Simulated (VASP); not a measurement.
## Mo: single point with PBE

Crystal: Mo.

```xyz
1
Lattice="0.0000 2.0009 2.1615 2.0009 0.0000 2.1615 2.0009 2.0009 0.0000" Properties=species:S:1:pos:R:3 pbc="T T T"
Mo    0.0000    0.0000    0.0000
```

This cell differs from its parent crystal: volume 17.307 Å^3 an atom, c/a of the conventional cell 1.0803.

* Program: VASP 6.6.1
* Task: single point
* Functional: PBE
* Potentials or basis: VASP PAW PBE potentials, release 64 (Mo_sv)
* Cutoff: 520 eV
* k mesh: 22 × 22 × 22
* Occupations: gaussian, width 0.15 eV
* Spin: no spin polarisation
* Dipole correction: no
* Further INCAR settings: ALGO = Fast; EDIFF = 1e-06; NBANDS = 13

```
Pressure               : -15.2 GPa
Band gap on the k mesh : zero (band 7 reaches 14.08 eV, above the bottom of band 8 at 10.26 eV)
```

Stress tensor (GPa, compression positive):
```
-18.05   0.00   0.00
  0.00 -18.05   0.00
  0.00   0.00  -9.51
```

Levels at points of the mesh, in eV from the Fermi level:
```csv
k point,band 5,band 6,band 7,band 8,band 9,band 10
"(0.00, 0.00, 0.00)",-6.59,-1.29,-0.39,-0.39,1.01,2.23
"(0.50, 0.00, 0.00)",-4.35,-1.31,-0.41,1.23,3.27,3.69
"(0.50, 0.50, 0.00)",-4.55,-3.86,2.57,3.54,3.94,3.94
"(0.50, 0.00, 0.50)",-4.58,-3.94,3.33,3.53,3.99,4.47
```

Run time: 68 s on 1 thread of Intel(R) Xeon(R) 6975P-C (Granite Rapids) (shared host), peak memory 0.28 GiB.
